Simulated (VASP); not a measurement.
# TaN (Fm-3m) in VASP: settings compared, part 2 of 2

VASP 6.6.1. The steps go on from the part before.

### Step 3. Single point, revPBE+D4

This run uses another cell than the first one, of 10.55 Å³/atom, 0.996 times its volume.

Contents of INCAR:

```
ALGO     = Normal         # electronic algorithm
EDIFF    = 1E-6           # SCF threshold, eV
ENCUT    = 520            # plane-wave cutoff, eV
GGA      = RE             # functional
ISIF     = 2              # what is computed and relaxed
ISMEAR   = -1             # smearing method
IVDW     = 13             # dispersion correction
LASPH    = T              # aspherical terms in the spheres
LCHARG   = F              # write CHGCAR
LREAL    = F              # projectors in reciprocal space
LWAVE    = F              # write WAVECAR
NBANDS   = 15             # bands
NELM     = 100            # most SCF steps
PREC     = Accurate       # precision mode
SIGMA    = 0.05           # smearing width, eV
```

Contents of KPOINTS:

```
k-points
0
Gamma
  10 10 10
```

Contents of POSCAR:

```
TaN
1.0
    0.0000000000      2.1931766081      2.1931766081
    2.1931766081      0.0000000000      2.1931766081
    2.1931766081      2.1931766081      0.0000000000
Ta N
1 1
Direct
    0.5000000000      0.5000000000      0.5000000000
    0.0000000000      0.0000000000      0.0000000000
```

Potentials or basis: VASP PAW PBE potentials, release 64 (Ta_pv, N).

Command:

```
> cat potpaw_PBE.64/Ta_pv/POTCAR potpaw_PBE.64/N/POTCAR > POTCAR
> mpirun -np 1 vasp_std > vasp.out
```

OUTCAR:

```text
EDIFF = 1E-6
   ENCUT = 520
   GGA = RE
   ISIF = 2
   ISMEAR = -1
   IVDW = 13
   LASPH = T
   LREAL = F
   NELM = 100
   PREC = Accurate

 ion  position               nearest neighbor table
   1  0.500  0.500  0.500-   2 2.19   2 2.19   2 2.19   2 2.19   2 2.19   2 2.19
   2  0.000  0.000  0.000-   1 2.19   1 2.19   1 2.19   1 2.19   1 2.19   1 2.19

  LATTYP: Found a face centered cubic cell.
 ALAT       =     4.3863532162

  Lattice vectors:

 A1 = (   0.0000000000,   2.1931766081,   2.1931766081)
 A2 = (   2.1931766081,   0.0000000000,   2.1931766081)
 A3 = (   2.1931766081,   2.1931766081,   0.0000000000)

Analysis of symmetry for initial positions (statically):
=====================================================================
 Subroutine PRICEL returns:
 Original cell was already a primitive cell.

 Routine SETGRP: Setting up the symmetry group for a
 face centered cubic supercell.

 Subroutine GETGRP returns: Found 48 space group operations
 (whereof 48 operations were pure point group operations)
 out of a pool of 48 trial point group operations.

[... 175 lines left out ...]
      6       5.8670      2.00000
      7       5.8670      2.00000
      8       7.5868      2.00000
      9       7.5868      2.00000
     10       7.5868      2.00000
     11       9.7837      0.61533
     12       9.7837      0.61532
     13      11.2783      0.00000
     14      19.0958      0.00000
[... 401 lines left out ...]
      2     -26.3376      2.00000
      3     -26.3113      2.00000
      4      -7.6977      2.00000
      5       1.7177      2.00000
      6       3.7783      2.00000
      7       4.4747      2.00000
      8       5.8097      2.00000
      9      11.9186      0.00000
     10      12.6760      0.00000
     11      12.7569      0.00000
     12      13.6624      0.00000
     13      18.2177      0.00000
     14      20.5055      0.00000
     15      22.1196      0.00000

 [... further k-points ...]

------------------------ aborting loop because EDIFF is reached ----------------------------------------

  DFT-D4 for vdW energy calculation

  Edisp (eV):   -1.12270

  FORCE on cell =-STRESS in cart. coord.  units (eV):
  Direction    XX          YY          ZZ          XY          YZ          ZX
  --------------------------------------------------------------------------------------
  -------------------------------------------------------------------------------------
  Total       0.09862     0.09862     0.09862     0.00000     0.00000     0.00000
  in kB       7.48934     7.48934     7.48934     0.00000     0.00000     0.00000
  external pressure =        7.49 kB  Pullay stress =        0.00 kB

 VOLUME and BASIS-vectors are now :
 -----------------------------------------------------------------------------
  energy-cutoff  :      520.00
  volume of cell :       21.10
      direct lattice vectors                 reciprocal lattice vectors
     0.000000000  2.193176608  2.193176608    -0.227979816  0.227979816  0.227979816
     2.193176608  0.000000000  2.193176608     0.227979816 -0.227979816  0.227979816
     2.193176608  2.193176608  0.000000000     0.227979816  0.227979816 -0.227979816

 POSITION                                       TOTAL-FORCE (eV/Angst)
 -----------------------------------------------------------------------------------
      2.19318      2.19318      2.19318        -0.000000      0.000000     -0.000000
      0.00000      0.00000      0.00000         0.000000     -0.000000      0.000000
 -----------------------------------------------------------------------------------
    total drift:                                0.000000     -0.000000     -0.000000

  FREE ENERGIE OF THE ION-ELECTRON SYSTEM (eV)
  ---------------------------------------------------
  free  energy   TOTEN  =       -22.0820230225 eV

  energy  without entropy=      -22.0763127778  energy(sigma->0) =      -22.07916790
```

OSZICAR:

```text
N       E                     dE             d eps       ncg     rms          rms(c)
DAV:   1     0.897718991678E+02    0.89772E+02   -0.86830E+03  1410   0.112E+03
DAV:   2    -0.212757268280E+02   -0.11105E+03   -0.10461E+03  1746   0.300E+02
DAV:   3    -0.239297358716E+02   -0.26540E+01   -0.26422E+01  1578   0.438E+01
DAV:   4    -0.239399187494E+02   -0.10183E-01   -0.10181E-01  1830   0.288E+00
DAV:   5    -0.239399769268E+02   -0.58177E-04   -0.58177E-04  1578   0.204E-01    0.244E+01
DAV:   6    -0.210397104887E+02    0.29003E+01   -0.53555E+00  1643   0.261E+01    0.101E+01
DAV:   7    -0.209908351822E+02    0.48875E-01   -0.49089E-01  1550   0.584E+00    0.700E+00
DAV:   8    -0.209653690581E+02    0.25466E-01   -0.12902E-01  1627   0.317E+00    0.171E+00
DAV:   9    -0.209593485879E+02    0.60205E-02   -0.16282E-02  1578   0.106E+00    0.303E-01
DAV:  10    -0.209593513967E+02   -0.28088E-05   -0.11939E-03  1704   0.348E-01    0.478E-02
DAV:  11    -0.209593264092E+02    0.24987E-04   -0.45657E-05  1571   0.799E-02    0.137E-02
DAV:  12    -0.209593268430E+02   -0.43380E-06   -0.40520E-06  1627   0.201E-02
   1 F= -.22082023E+02 E0= -.22079168E+02  d E =-.571024E-02
```

It took 7.5 s on 1 thread of AMD EPYC 9R45 (Zen 5), shared host; peak memory 0.12 GiB.

What came out:

* Free energy: -22.0820 eV
* Pressure: 0.7 GPa
* Band gap on the k mesh: zero (band 8 reaches 11.64 eV, above the bottom of band 9 at 7.59 eV)
* Dispersion energy per atom: -0.561 eV

Levels at points of the mesh, in eV from the Fermi level:
| k point | band 6 | band 7 | band 8 | band 9 | band 10 | band 11 |
| --- | --- | --- | --- | --- | --- | --- |
| (0.00, 0.00, 0.00) | -3.88 | -3.88 | -2.16 | -2.16 | -2.16 | 0.04 |
| (0.50, 0.00, 0.00) | -7.66 | -7.66 | 1.90 | 1.90 | 2.00 | 3.80 |
| (0.50, 0.50, 0.00) | -5.55 | -4.69 | -4.69 | 2.11 | 3.55 | 3.55 |

Caveat: the PAW data sets were made with another functional, which shifts forces and pressure a little; spin-orbit coupling is left out, which moves the levels of the heavy elements; pairwise dispersion overbinds metals, which lowers pressure and volume.

### Step 4. Relaxation of cell and atoms, BLYP+D3(BJ)

This run uses another cell than the first one, of 10.81 Å³/atom, 1.021 times its volume.

Contents of INCAR:

```
PREC = Accurate ; ENCUT = 600
EDIFF = 1E-6 ; ISMEAR = -1
SIGMA = 0.05 ; LREAL = False
LASPH = True ; NELM = 80
ALGO = Normal ; ISIF = 3
LWAVE = False ; LCHARG = False
GGA = B5 ; ALDAX = 1.0
AGGAX = 1.0 ; AGGAC = 1.0
ALDAC = 0.0 ; IVDW = 12
VDW_S6 = 1.0 ; VDW_S8 = 2.6996
VDW_A1 = 0.4298 ; VDW_A2 = 4.2359
IBRION = 2 ; NSW = 80
EDIFFG = -0.02
```

Contents of KPOINTS:

```
Automatic mesh
0
Gamma
  10 10 10
```

Contents of POSCAR:

```
TaN
1.0
    0.0000000000      2.2113230000      2.2113230000
    2.2113230000      0.0000000000      2.2113230000
    2.2113230000      2.2113230000      0.0000000000
Ta N
1 1
Direct
    0.5000000000      0.5000000000      0.5000000000
    0.0000000000      0.0000000000      0.0000000000
```

Command:

```
> cat potpaw_PBE.64/Ta_pv/POTCAR potpaw_PBE.64/N/POTCAR > POTCAR
> mpirun -np 1 vasp_std > vasp.out
```

Run time: 41 s. Hardware: 1 thread of AMD EPYC 9R45 (Zen 5), shared host; peak memory 0.15 GiB.

The run converged. Its results:

```yaml
Free_energy: -21.9977 eV
Relaxed_volume: 10.66 Å³/atom
Relaxed_cell: a = 3.112 Å, b = 3.112 Å, c = 3.112 Å, α = 60.00°, β = 60.00°, γ = 60.00°
Space_group_after_relaxing_to_0.05_Å: Fm-3m (No. 225)
Energy_gained_by_relaxing: 2.4 meV/atom
Ionic_steps: 3
Pressure_after_relaxing: 0.0 GPa
Band_gap_on_the_k_mesh: zero (band 8 reaches 11.83 eV, above the bottom of band 9 at 7.94 eV)
Dispersion_energy_per_atom: -1.098 eV
```

Step by step:
```
step  energy change (eV)  largest force (eV/Å)  pressure (GPa)  volume (Å³)
   1              0.0000                0.0000           -4.86        21.63
   2              0.0205                0.0000           12.13        20.62
   3             -0.0049                0.0000           -0.03        21.31
```

Final structure:
```
Ta N
1.0
     0.00000    2.20059    2.20059
     2.20059    0.00000    2.20059
     2.20059    2.20059    0.00000
Ta N
1 1
Cartesian
  2.2006 2.2006 2.2006
  0.0000 0.0000 0.0000
```

Levels at points of the mesh, in eV from the Fermi level:
```csv
k point,band 6,band 7,band 8,band 9,band 10,band 11
"(0.00, 0.00, 0.00)",-3.85,-3.85,-2.11,-2.11,-2.11,0.03
"(0.50, 0.00, 0.00)",-7.57,-7.57,1.78,1.78,1.91,4.22
"(0.50, 0.50, 0.00)",-5.35,-4.62,-4.62,2.03,3.37,3.37
```

Caveat: the PAW data sets were made with another functional, which shifts forces and pressure a little; spin-orbit coupling is left out, which moves the levels of the heavy elements; pairwise dispersion overbinds metals, which lowers pressure and volume.

### Step 5. Relaxation of cell and atoms, revPBE+D4

This run uses another cell than the first one, of 10.81 Å³/atom, 1.021 times its volume.

Contents of INCAR:

```
PREC = Accurate
ENCUT = 600
EDIFF = 1E-6
ISMEAR = -1
SIGMA = 0.05
LREAL = F
LASPH = T
NELM = 80
ALGO = Normal
ISIF = 3
LWAVE = F
LCHARG = F
GGA = RE
IVDW = 13
IBRION = 2
NSW = 80
EDIFFG = -0.01
```

KPOINTS is that of step 4.

POSCAR is that of step 4.

Command:

```
> cat potpaw_PBE.64/Ta_pv/POTCAR potpaw_PBE.64/N/POTCAR > POTCAR
> mpirun -np 1 vasp_std > vasp.out
```

Run time: 27 s. Hardware: 1 thread of AMD EPYC 9R45 (Zen 5), shared host; peak memory 0.15 GiB.

The run converged. Its results:

```
Free energy                            : -22.0847 eV
Relaxed volume                         : 10.57 Å³/atom
Relaxed cell                           : a = 3.104 Å, b = 3.104 Å, c = 3.104 Å, α = 60.00°, β = 60.00°, γ = 60.00°
Space group after relaxing (to 0.05 Å) : Fm-3m (No. 225)
Energy gained by relaxing              : 5.7 meV/atom
Ionic steps                            : 4
Pressure after relaxing                : 0.0 GPa
Band gap on the k mesh                 : zero (band 8 reaches 11.61 eV, above the bottom of band 9 at 7.57 eV)
Dispersion energy per atom             : -0.560 eV
```

Step by step:
| step | energy change (eV) | largest force (eV/Å) | pressure (GPa) | volume (Å³) |
| --- | --- | --- | --- | --- |
| 1 | 0.0000 | 0.0000 | -7.35 | 21.63 |
| 2 | 0.0428 | 0.0000 | 18.95 | 20.11 |
| 3 | -0.0114 | 0.0000 | 0.42 | 21.11 |
| 4 | -0.0114 | 0.0000 | 0.01 | 21.14 |

Final structure:
```
Ta N
1.0
     0.00000    2.19468    2.19468
     2.19468    0.00000    2.19468
     2.19468    2.19468    0.00000
Ta N
1 1
Direct
  0.50000 0.50000 0.50000
  0.00000 0.00000 0.00000
```

Levels at points of the mesh, in eV from the Fermi level:
```
           k point  band 4  band 5  band 6  band 7  band 8  band 9  band 10  band 11  band 12
(0.00, 0.00, 0.00)  -18.99   -3.87   -3.87   -3.87   -2.15   -2.15    -2.15     0.04     0.04
(0.50, 0.00, 0.00)  -15.95  -10.46   -7.65   -7.65    1.89    1.89     1.99     3.79     7.58
(0.50, 0.50, 0.00)  -17.74   -6.70   -5.54   -4.69   -4.69    2.11     3.54     3.54     4.55
```

Caveat: the PAW data sets were made with another functional, which shifts forces and pressure a little; spin-orbit coupling is left out, which moves the levels of the heavy elements; pairwise dispersion overbinds metals, which lowers pressure and volume.

### Step 6. Overview

| task | level | cell | cutoff (eV) | gap on the mesh (eV) | pressure (GPa) | relaxed volume (Å³/atom) |
| --- | --- | --- | --- | --- | --- | --- |
| single point | BLYP+D3(BJ) | a = 3.106 Å, angles 60.0°, 2 atoms | 520 | none | 2.1 | - |
| single point | revPBE+D4 | a = 3.102 Å, angles 60.0°, 2 atoms | 520 | none | 0.7 | - |
| relaxation of cell and atoms | BLYP+D3(BJ) | relaxed from a = 3.127 Å, angles 60.0°, 2 atoms | 600 | none | 0.0 | 10.66 |
| relaxation of cell and atoms | revPBE+D4 | relaxed from a = 3.127 Å, angles 60.0°, 2 atoms | 600 | none | 0.0 | 10.57 |

Alike in all rows: potentials or basis VASP PAW PBE potentials, release 64 (Ta_pv, N); no spin polarisation; k mesh 10 × 10 × 10; smearing fermi-dirac 0.05 eV.

Caveats: the PAW data sets were made with another functional, which shifts forces and pressure a little; spin-orbit coupling is left out, which moves the levels of the heavy elements; pairwise dispersion overbinds metals, which lowers pressure and volume.

Total energies depend on the potentials used, so only differences within one code and one set of settings carry meaning.
